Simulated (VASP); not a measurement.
# LiC2 (Cmmm) in VASP: a series of runs

LiC2 is run at these levels: PBE; tasks: single point, relaxation of cell and atoms.

Everything below comes from runs of VASP 6.6.1. Logs are shortened: lines on timing, memory, paths and dates and some standing lists are left out, and cuts for length are marked.

## 1. The cell of the first run

The structure is orthorhombic, space group Cmmm (No. 65). The conventional cell has a = 4.150 Å, b = 8.851 Å, c = 2.949 Å, α = 90.00°, β = 90.00°, γ = 90.00°. Li (site symmetry 2/m) has 4 C at 1.93 Å and 2 Li at 2.07 Å within 2.6 Å. C (site symmetry m) has 2 C at 1.76 to 1.94 Å and 2 Li at 1.93 Å within 2.3 Å.

The cell was generated, and may not be a known phase.

## 2. Single point, PBE

Contents of INCAR:

```
SYSTEM = LiC2
PREC = Accurate ; ENCUT = 520
EDIFF = 1E-6 ; ISMEAR = 0
SIGMA = 0.1 ; LREAL = .FALSE.
LASPH = .TRUE. ; NELM = 100
ALGO = Normal ; ISIF = 2
LWAVE = .FALSE. ; LCHARG = .FALSE.
GGA = PE ; NBANDS = 20
```

Contents of KPOINTS:

```
Automatic mesh
0
G
  4 4 6
  0 0 0
```

Contents of POSCAR:

```
LiC2
1.0
    2.0749004200     -4.4253322100      0.0000000000
    2.0749004200      4.4253322100      0.0000000000
    0.0000000000      0.0000000000      2.9491075300
Li C
2 4
Direct
    0.0000000000      0.5000000000      0.0000000000
    0.5000000000      0.0000000000      0.0000000000
    0.1019200500      0.3216338200      0.5000000000
    0.8980799500      0.6783661800      0.5000000000
    0.3216338200      0.1019200500      0.5000000000
    0.6783661800      0.8980799500      0.5000000000
```

Potentials or basis: VASP PAW PBE potentials, release 64 (Li_sv, C).

Command:

```bash
> cat potpaw_PBE.64/Li_sv/POTCAR potpaw_PBE.64/C/POTCAR > POTCAR
> mpirun -np 1 vasp_std > vasp.out
```

OUTCAR:

```text
SYSTEM = LiC2
   PREC = Accurate
   ENCUT = 520
   EDIFF = 1E-6
   ISMEAR = 0
   LREAL = .FALSE.
   LASPH = .TRUE.
   NELM = 100
   ISIF = 2
   GGA = PE

 ion  position               nearest neighbor table
   1  0.000  0.500  0.000-   3 1.93   4 1.93   3 1.93   4 1.93   2 2.07   2 2.07
   2  0.500  0.000  0.000-   5 1.93   6 1.93   5 1.93   6 1.93   1 2.07   1 2.07
   3  0.102  0.322  0.500-   6 1.76   1 1.93   1 1.93   5 1.94
   4  0.898  0.678  0.500-   5 1.76   1 1.93   1 1.93   6 1.94
   5  0.322  0.102  0.500-   4 1.76   2 1.93   2 1.93   3 1.94
   6  0.678  0.898  0.500-   3 1.76   2 1.93   2 1.93   4 1.94

  LATTYP: Found a base centered orthorhombic cell.
 ALAT       =     4.1498008400
 B/A-ratio  =     2.1327925752
 C/A-ratio  =     0.7106624254

  Lattice vectors:

 A1 = (   2.0749004200,  -4.4253322100,   0.0000000000)
 A2 = (   2.0749004200,   4.4253322100,   0.0000000000)
 A3 = (   0.0000000000,   0.0000000000,   2.9491075300)

Analysis of symmetry for initial positions (statically):
=====================================================================
 Subroutine PRICEL returns:
 Original cell was already a primitive cell.

 Routine SETGRP: Setting up the symmetry group for a
 base centered orthorhombic supercell.

 Subroutine GETGRP returns: Found  8 space group operations
 (whereof  8 operations were pure point group operations)
 out of a pool of  8 trial point group operations.

The static configuration has the point symmetry D_2h.

Analysis of symmetry for dynamics (positions and initial velocities):
=====================================================================
 Subroutine PRICEL returns:
 Original cell was already a primitive cell.

 Routine SETGRP: Setting up the symmetry group for a
 base centered orthorhombic supercell.

 Subroutine GETGRP returns: Found  8 space group operations
 (whereof  8 operations were pure point group operations)
 out of a pool of  8 trial point group operations.

The dynamic configuration has the point symmetry D_2h.

 Subroutine INISYM returns: Found  8 space group operations
 (whereof  8 operations are pure point group operations),
 and found     1 'primitive' translations

----------------------------------------------------------------------------------------

                                     Primitive cell

  volume of cell :      54.1581

  direct lattice vectors                    reciprocal lattice vectors
     2.074900420 -4.425332210  0.000000000     0.240975420 -0.112985868  0.000000000
     2.074900420  4.425332210  0.000000000     0.240975420  0.112985868  0.000000000
     0.000000000  0.000000000  2.949107530     0.000000000  0.000000000  0.339085635

  length of vectors
     4.887614645  4.887614645  2.949107530     0.266148378  0.266148378  0.339085635

  position of ions in fractional coordinates (direct lattice)
     1.000000000  0.500000000  0.000000000
     0.500000000  1.000000000  0.000000000
     0.101920050  0.321633820  0.500000000
     0.898079950  0.678366180  0.500000000
     0.321633820  0.101920050  0.500000000
     0.678366180  0.898079950  0.500000000

  ion indices of the primitive-cell ions
   primitive index   ion index
                 1           1
                 2           2
                 3           3
                 4           4
                 5           5
                 6           6

----------------------------------------------------------------------------------------

 KPOINTS: Automatic mesh

Automatic generation of k-mesh.
 Grid dimensions read from file:
 generate k-points for:    4    4    6

 Generating k-lattice:

  Cartesian coordinates                     Fractional coordinates (reciprocal lattice)
     0.060243855 -0.028246467  0.000000000     0.250000000 -0.000000000  0.000000000
     0.060243855  0.028246467  0.000000000    -0.000000000  0.250000000  0.000000000
     0.000000000  0.000000000  0.056514273     0.000000000  0.000000000  0.166666667

  Length of vectors
     0.066537095  0.066537095  0.056514273

[... 47 lines left out ...]

  energy without entropy =      -27.20376640  energy(sigma->0) =      -27.20935377

 E-fermi :   3.4535     XC(G=0): -10.5128

 val. band max:        3.4174394070   @ k =   0.5000   0.5000   0.0000
 cond. band min:       3.4566658475   @ k =  -0.2500   0.2500   0.5000
 fundamental gap:      0.0392264405
 Fermi energy:         3.4535108681

 k-point     1 :       0.0000    0.0000    0.0000
  band No.  band energies     occupation
      1     -41.6195      2.00000
      2     -41.3643      2.00000
      3     -10.7081      2.00000
      4      -6.7363      2.00000
      5      -3.7061      2.00000
      6      -2.1774      2.00000
[... 12 lines left out ...]
     19      12.4371      0.00000
     20      14.2419      0.00000

 k-point     2 :       0.2500    0.0000    0.0000
  band No.  band energies     occupation
      1     -41.5825      2.00000
      2     -41.4020      2.00000
      3     -10.3561      2.00000
      4      -6.8906      2.00000
      5      -5.4463      2.00000
      6      -3.3438      2.00000
[... 12 lines left out ...]
     19      12.6068      0.00000
     20      13.3213      0.00000

 k-point     3 :       0.5000    0.0000    0.0000
  band No.  band energies     occupation
      1     -41.4927      2.00000
      2     -41.4927      2.00000
      3      -9.8283      2.00000
      4      -7.3846      2.00000
      5      -6.3090      2.00000
      6      -4.0918      2.00000
[... 12 lines left out ...]
     19      13.1267      0.00000
     20      13.2123      0.00000

 k-point     4 :       0.2500    0.2500    0.0000
  band No.  band energies     occupation
      1     -41.4927      2.00000
      2     -41.4927      2.00000
      3      -9.8341      2.00000
      4      -7.1179      2.00000
      5      -6.7531      2.00000
      6      -3.6296      2.00000
[... 429 lines left out ...]
 k-point    23 :       0.2500    0.0000    0.5000
  band No.  band energies     occupation
      1     -41.5643      2.00000
      2     -41.3879      2.00000
      3      -9.5743      2.00000
      4      -6.0049      2.00000
      5      -4.3700      2.00000
      6      -2.8743      2.00000
[... 12 lines left out ...]
     19      12.9684      0.00000
     20      13.0689      0.00000

 k-point    24 :       0.5000    0.0000    0.5000
  band No.  band energies     occupation
      1     -41.4766      2.00000
      2     -41.4766      2.00000
      3      -8.9758      2.00000
      4      -6.7975      2.00000
      5      -5.1347      2.00000
      6      -3.4944      2.00000
[... 12 lines left out ...]
     19      12.2681      0.00000
     20      12.6215      0.00000

 [... further k-points ...]

------------------------ aborting loop because EDIFF is reached ----------------------------------------

  FORCE on cell =-STRESS in cart. coord.  units (eV):
  Direction    XX          YY          ZZ          XY          YZ          ZX
  --------------------------------------------------------------------------------------
  -------------------------------------------------------------------------------------
  Total      -10.4015306    -10.3406796      8.7817758      0.0000000      0.0000000      0.0000000
  in kB     -307.7117588   -305.9115834    259.7940421      0.0000000      0.0000000      0.0000000
  external PRESSURE =    -117.9431001 kB  Pullay stress =       0.0000000 kB

 VOLUME and BASIS-vectors are now :
 -----------------------------------------------------------------------------
  energy-cutoff  :      520.00
  volume of cell :       54.16
      direct lattice vectors                 reciprocal lattice vectors
     2.074900420 -4.425332210  0.000000000     0.240975420 -0.112985868  0.000000000
     2.074900420  4.425332210  0.000000000     0.240975420  0.112985868  0.000000000
     0.000000000  0.000000000  2.949107530     0.000000000  0.000000000  0.339085635

 POSITION                                       TOTAL-FORCE (eV/Angst)
 -----------------------------------------------------------------------------------
      1.03745      2.21267      0.00000         0.000000     -0.000000      0.000000
      1.03745     -2.21267      0.00000        -0.000000     -0.000000      0.000000
      0.87883      0.97231      1.47455        -4.137454     -4.468929     -0.000000
      3.27097     -0.97231      1.47455         4.137454      4.468929      0.000000
      0.87883     -0.97231      1.47455        -4.137454      4.468929     -0.000000
      3.27097      0.97231      1.47455         4.137454     -4.468929      0.000000
 -----------------------------------------------------------------------------------
    total drift:                               -0.000000     -0.000000     -0.000000

  FREE ENERGIE OF THE ION-ELECTRON SYSTEM (eV)
  ---------------------------------------------------
  free  energy   TOTEN  =       -27.2149411397 eV

  energy  without entropy=      -27.2037663994  energy(sigma->0) =      -27.20935377
```

Run time: 46 s. Hardware: 1 thread of Intel Xeon 8259CL, shared host; peak memory 0.18 GiB.

What came out:

```yaml
Free_energy: -27.2149 eV
Largest_force: 6.090 eV/Å
Band_gap_on_the_k_mesh: zero (bands 11 and 12 overlap by 2.82 eV)
```

Forces in eV/Å, atoms in the order of the input:
```
Li   0.000  0.000  0.000
Li   0.000  0.000  0.000
C   -4.137 -4.469  0.000
C    4.137  4.469  0.000
C   -4.137  4.469  0.000
C    4.137 -4.469  0.000
```

Levels at points of the mesh, in eV from the Fermi level:
```tsv
k point	band 7	band 8	band 9	band 10	band 11	band 12	band 13	band 14	band 15	band 16
(0.00, 0.00, 0.00)	-5.16	-4.64	-3.81	-1.43	1.50	1.77	3.22	3.61	5.05	6.07
(0.50, 0.00, 0.00)	-3.17	-1.60	-0.39	-0.23	0.87	1.41	2.16	3.29	4.45	4.74
(0.50, 0.50, 0.00)	-3.49	-2.70	-2.16	-1.02	-0.39	-0.04	2.06	2.38	4.76	5.98
(0.00, 0.00, 0.50)	-5.15	-5.01	-3.87	-2.67	-2.50	-0.12	2.13	2.43	5.04	5.82
(0.50, 0.00, 0.50)	-4.14	-2.51	-2.14	-1.94	-1.54	0.07	0.23	2.02	5.14	5.53
(0.50, 0.50, 0.50)	-4.62	-2.76	-2.29	-2.25	-1.35	-1.27	0.15	1.79	2.31	4.43
```

Caveat: the k points lie up to 0.42 Å⁻¹ apart, too coarse for converged energies and pressures of a metal; the cutoff is under 1.25 times the usual one of these potentials, so pressure, stress and relaxed cells hold a basis-set (Pulay) error; forces of over 1 eV/Å act on the atoms, so gaps and moduli don't describe the material at rest.

## 3. Single point, PBE

This run uses another cell than the first one, of 13.91 Å³/atom.

Contents of INCAR:

```
SYSTEM = LiC2
PREC     = Accurate       ! precision mode
ENCUT    = 520            ! plane-wave cutoff, eV
EDIFF    = 1E-7           ! SCF threshold, eV
ISMEAR   = 0              ! smearing method
SIGMA    = 0.1            ! smearing width, eV
LREAL    = .False.        ! projectors in reciprocal space
LASPH    = .True.         ! aspherical terms in the spheres
NELM     = 80             ! most SCF steps
ALGO     = Normal         ! electronic algorithm
ISIF     = 2              ! what is computed and relaxed
LWAVE    = .False.        ! write WAVECAR
LCHARG   = .True.         ! write CHGCAR
GGA      = PE             ! functional
LELF     = .True.         ! ELF
LVHAR    = .True.       
NBANDS   = 20             ! bands
```

Contents of KPOINTS:

```
regular mesh
0
Gamma
  4 4 6
  0 0 0
```

Contents of POSCAR:

```
LiC2
1.0
    3.8708501386     -4.0822692858      0.0000000000
    3.8708501386      4.0822692858      0.0000000000
    0.0000000000      0.0000000000      2.6404110080
Li C
2 4
Direct
    0.0000000000      0.5000000000      0.0000000000
    0.5000000000      0.0000000000      0.0000000000
    0.0051967146      0.1827531505      0.5000000000
    0.9948032854      0.8172468495      0.5000000000
    0.1827531505      0.0051967146      0.5000000000
    0.8172468495      0.9948032854      0.5000000000
```

Potentials or basis: VASP PAW PBE potentials, release 64 (Li_sv, C).

Command:

```bash
> cat potpaw_PBE.64/Li_sv/POTCAR potpaw_PBE.64/C/POTCAR > POTCAR
> mpirun -np 1 vasp_std > vasp.out
```

Wall time 80 s (1 thread of Intel Xeon 8259CL, shared host); peak memory 0.19 GiB.

It converged, with:

| Quantity | Value |
| --- | --- |
| Free energy | -34.1633 eV |
| Largest force | 0.105 eV/Å |
| Band gap on the k mesh | zero (bands 11 and 12 overlap by 0.43 eV) |

Forces in eV/Å, atoms in the order of the input:
```
Li   0.000  0.000  0.000
Li   0.000  0.000  0.000
C    0.078  0.070  0.000
C   -0.078 -0.070  0.000
C    0.078 -0.070  0.000
C   -0.078  0.070  0.000
```

Levels at points of the mesh, in eV from the Fermi level:
```tsv
k point	band 8	band 9	band 10	band 11	band 12	band 13	band 14	band 15
(0.00, 0.00, 0.00)	-4.08	-1.07	-0.14	-0.10	3.80	3.96	4.09	4.13
(0.50, 0.00, 0.00)	-3.76	-1.05	-1.04	-0.11	2.46	3.98	4.11	5.09
(0.50, 0.50, 0.00)	-3.56	-1.03	-1.01	-0.98	2.74	3.97	4.00	6.10
(0.00, 0.00, 0.50)	-3.90	-2.75	-1.46	-1.45	1.35	1.39	3.75	6.92
(0.50, 0.00, 0.50)	-3.58	-1.82	-1.44	-1.34	-0.39	1.38	3.57	7.26
(0.50, 0.50, 0.50)	-2.78	-1.35	-1.31	-1.31	-0.41	-0.34	3.41	6.12
```

Caveat: the k points lie up to 0.40 Å⁻¹ apart; the cutoff is under 1.25 times the usual one of these potentials, so pressure, stress and relaxed cells hold a basis-set (Pulay) error.

## 4. Relaxation of cell and atoms, PBE

Contents of INCAR:

```
PREC = Accurate ; ENCUT = 600
EDIFF = 1E-7 ; ISMEAR = 0
SIGMA = 0.1 ; LREAL = F
LASPH = T ; NELM = 100
ALGO = Normal ; ISIF = 3
LWAVE = F ; LCHARG = F
GGA = PE ; IBRION = 2
NSW = 90 ; EDIFFG = -0.04
```

Contents of KPOINTS:

```
Automatic mesh
0
Gamma
  4 4 6
```

Contents of POSCAR:

```
LiC2
1.0
    2.0749004200     -4.4253322100      0.0000000000
    2.0749004200      4.4253322100      0.0000000000
    0.0000000000      0.0000000000      2.9491075300
Li C
2 4
Direct
    0.0000000000      0.5000000000      0.0000000000
    0.5000000000      0.0000000000      0.0000000000
    0.1019200500      0.3216338200      0.5000000000
    0.8980799500      0.6783661800      0.5000000000
    0.3216338200      0.1019200500      0.5000000000
    0.6783661800      0.8980799500      0.5000000000
```

Command:

```bash
> cat potpaw_PBE.64/Li_sv/POTCAR potpaw_PBE.64/C/POTCAR > POTCAR
> mpirun -np 1 vasp_std > vasp.out
```

Run time: 28 min. Hardware: 1 thread of Intel Xeon 8259CL, shared host; peak memory 0.2 GiB.

It converged, with:

```
Free energy                           : -33.7842 eV
Relaxed volume                        : 13.21 Å³/atom
Relaxed cell                          : a = 5.203 Å, b = 5.203 Å, c = 3.218 Å, α = 90.00°, β = 90.00°, γ = 114.46°
Space group after relaxing (to 0.1 Å) : Cmmm (No. 65)
Energy gained by relaxing             : 1094.4 meV/atom
Ionic steps                           : 58
Pressure after relaxing               : 0.1 GPa
Largest force after relaxing          : 0.009 eV/Å
Band gap on the k mesh                : 0.54 eV (least direct gap 0.72 eV)
```

Forces in eV/Å, atoms in the order of the input:
```
Li   0.000  0.000  0.000
Li   0.000  0.000  0.000
C   -0.002 -0.008  0.000
C    0.002  0.008  0.000
C   -0.002  0.008  0.000
C    0.002 -0.008  0.000
```

Stress tensor (GPa, compression positive):
```
-0.01  0.00  0.00
 0.00  0.00  0.00
 0.00  0.00  0.18
```

The path:
```tsv
step	energy change (eV)	largest force (eV/Å)	pressure (GPa)	volume (Å³)
1	0.0000	6.0900	-11.95	54.16
3	-4.6603	1.6676	8.49	50.48
5	-4.6940	1.0500	12.62	50.22
7	-5.1581	1.8630	11.51	55.55
9	-5.5596	1.3368	-0.60	62.59
11	-5.4514	4.2614	-11.18	85.35
13	-5.9575	3.7454	-6.51	74.96
15	-6.0457	2.3515	-5.33	78.33
17	-6.2078	1.1968	-1.47	75.29
19	-6.2402	0.8744	1.42	73.39
21	-6.2608	0.7386	1.54	72.97
23	-6.2942	0.7562	1.03	72.04
25	-6.3300	0.5304	3.88	71.72
27	-6.3975	0.3606	2.48	72.69
29	-6.4316	0.5300	1.27	74.62
31	-6.4449	0.7314	2.48	75.25
33	-6.4943	0.7723	-0.67	77.38
35	-6.5110	0.0863	0.22	78.02
37	-6.5295	0.4524	1.28	77.90
39	-6.5323	0.7704	1.91	77.83
41	-6.5439	0.4408	1.36	77.95
43	-6.5523	0.2235	0.59	78.18
45	-6.5621	0.2282	0.60	78.76
47	-6.5633	0.0530	0.06	78.91
49	-6.5644	0.0745	0.07	79.07
51	-6.5647	0.1037	-0.17	79.14
53	-6.5654	0.0781	-0.11	79.19
55	-6.5662	0.0592	-0.06	79.27
57	-6.5665	0.0451	-0.02	79.29
58	-6.5665	0.0086	0.06	79.28
```

Final structure:
```cif
data_structure
_symmetry_space_group_name_H-M 'P 1'
_symmetry_Int_Tables_number 1
_cell_length_a 5.2027
_cell_length_b 5.2027
_cell_length_c 3.2178
_cell_angle_alpha 90.000
_cell_angle_beta 90.000
_cell_angle_gamma 114.457
_cell_volume 79.28
loop_
_atom_site_label
_atom_site_type_symbol
_atom_site_fract_x
_atom_site_fract_y
_atom_site_fract_z
_atom_site_occupancy
Li1 Li 0.00000 0.50000 0.00000 1
Li2 Li 0.50000 0.00000 0.00000 1
C1 C 0.09126 0.23775 0.50000 1
C2 C 0.90874 0.76225 0.50000 1
C3 C 0.23775 0.09126 0.50000 1
C4 C 0.76225 0.90874 0.50000 1
```

Levels at points of the mesh, in eV from the valence-band top:
| k point | band 7 | band 8 | band 9 | band 10 | band 11 | band 12 | band 13 | band 14 | band 15 |
| --- | --- | --- | --- | --- | --- | --- | --- | --- | --- |
| (0.00, 0.00, 0.00) | -4.59 | -3.96 | -2.68 | -0.85 | 0.00 | 0.72 | 3.59 | 4.46 | 5.79 |
| (0.50, 0.00, 0.00) | -4.31 | -3.02 | -2.57 | -2.06 | -0.16 | 1.91 | 2.65 | 4.04 | 5.01 |
| (0.50, 0.50, 0.00) | -3.12 | -3.01 | -2.52 | -2.01 | -0.18 | 1.10 | 3.55 | 3.65 | 3.70 |
| (0.00, 0.00, 0.50) | -4.90 | -4.20 | -3.70 | -2.27 | -0.14 | 0.79 | 2.17 | 4.00 | 4.12 |
| (0.50, 0.00, 0.50) | -4.71 | -3.94 | -2.48 | -2.15 | -1.48 | 0.77 | 2.50 | 3.35 | 3.40 |
| (0.50, 0.50, 0.50) | -5.06 | -2.19 | -2.18 | -2.17 | -1.93 | 0.54 | 1.50 | 3.91 | 3.94 |

Caveat: the cutoff is under 1.25 times the usual one of these potentials, so pressure, stress and relaxed cells hold a basis-set (Pulay) error; the volume moved by over 15 % at a fixed basis, so the end points are rough. A k mesh can miss the band edges.

## 5. Summary

```csv
task,cell,cutoff (eV),gap on the mesh (eV),largest force (eV/Å)
single point,"a = 4.888, b = 4.888, c = 2.949 Å, angles 90.0, 90.0, 129.8°, 6 atoms, atomic positions A",520,none,6.09
single point,"a = 5.626, b = 5.626, c = 2.640 Å, angles 90.0, 90.0, 93.0°, 6 atoms, atomic positions B",520,none,0.10
relaxation of cell and atoms,"relaxed from a = 4.888, b = 4.888, c = 2.949 Å, angles 90.0, 90.0, 129.8°, 6 atoms, atomic positions A",600,0.54,0.01
```

Alike in all rows: level PBE; potentials or basis VASP PAW PBE potentials, release 64 (Li_sv, C); no spin polarisation; k mesh 4 × 4 × 6; smearing gaussian 0.1 eV.

Caveats: some runs use coarse meshes; the cutoff is under 1.25 times the usual one of these potentials, so pressure, stress and relaxed cells hold a basis-set (Pulay) error; forces of over 1 eV/Å act on the atoms, so gaps and moduli don't describe the material at rest (at least some runs); the volume moved by over 15 % at a fixed basis, so the end points are rough (at least some runs).

Total energies depend on the potentials used, so only differences within one code and one set of settings carry meaning.

The gap in the log of VASP goes by the Fermi energy; the results here count the filled bands.